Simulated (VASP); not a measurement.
# C18O (a cell with a defect): single point with PBE+D3(BJ)

C18O (a cell with a defect):

```
CELL_PARAMETERS angstrom
-0.73307 3.69739 -3.37028
-0.73307 -3.69739 -3.37028
-5.67096 0.00000 3.40266
ATOMIC_POSITIONS crystal
C 0.35872 0.69493 0.11920
C 0.37626 0.37330 0.77623
C 0.01317 0.01021 0.11301
C 0.38682 0.04584 0.44448
C 0.08751 0.74010 0.76928
C 0.69775 0.35574 0.11919
C 0.04878 0.38386 0.44446
C 0.74302 0.08460 0.76927
C 0.74948 0.74658 0.43143
C 0.26031 0.59694 0.88506
C 0.26882 0.26586 0.55602
C 0.95202 0.94908 0.87873
C 0.25782 0.91138 0.22693
C 0.97468 0.63326 0.54078
C 0.59977 0.25728 0.88506
C 0.91425 0.25485 0.22693
C 0.63623 0.97183 0.54076
C 0.60567 0.60277 0.22237
O 0.79808 0.79520 0.01610
```

```json
{"Program": "VASP 6.6.1", "Task": "single point", "Functional": "PBE", "Dispersion": "D3(BJ)", "Potentials or basis": "VASP PAW PBE potentials, release 64 (C, O)", "Cutoff": "520 eV", "k mesh": "1 × 1 × 1", "Occupations": "gaussian, width 0.01 eV", "Spin": "no spin polarisation", "Dipole correction": "no", "Further INCAR settings": "LREAL = Auto; ALGO = Normal; EDIFF = 1e-07; NBANDS = 54"}
```

The pressure is 1.3 GPa. The largest force is 0.284 eV/Å. The band gap on the k mesh is 1.50 eV and the dispersion energy per atom is -0.155 eV.

Forces in eV/Å, atoms in the order of the input:
```
C    0.017 -0.001  0.011
C   -0.027 -0.002  0.000
C   -0.138 -0.012 -0.145
C    0.008 -0.007 -0.004
C   -0.004 -0.006 -0.012
C    0.006  0.001  0.019
C    0.007  0.000 -0.002
C   -0.007  0.016 -0.010
C   -0.026  0.002 -0.005
C   -0.001  0.010  0.011
C    0.018 -0.013 -0.011
C    0.045  0.002 -0.095
C   -0.009 -0.010  0.010
C    0.003  0.002 -0.006
C   -0.006 -0.007  0.000
C   -0.006  0.013  0.001
C   -0.007  0.003 -0.006
C    0.024  0.003 -0.020
O    0.103  0.007  0.264
```

Stress tensor (GPa, compression positive):
```
 8.75  0.01 -3.07
 0.01 -2.72  0.01
-3.07  0.01 -1.99
```

Levels at points of the mesh, in eV from the valence-band top:
```tsv
k point	band 37	band 38	band 39	band 40	band 41	band 42
(0.00, 0.00, 0.00)	-1.00	-0.63	0.00	1.50	2.03	3.48
```

It took 12 s on 1 thread of AMD EPYC 9R45 96-Core Processor (Zen 5), on a shared host, peak memory 0.21 GiB.

Caveat: the k points lie up to 1.28 Å⁻¹ apart.
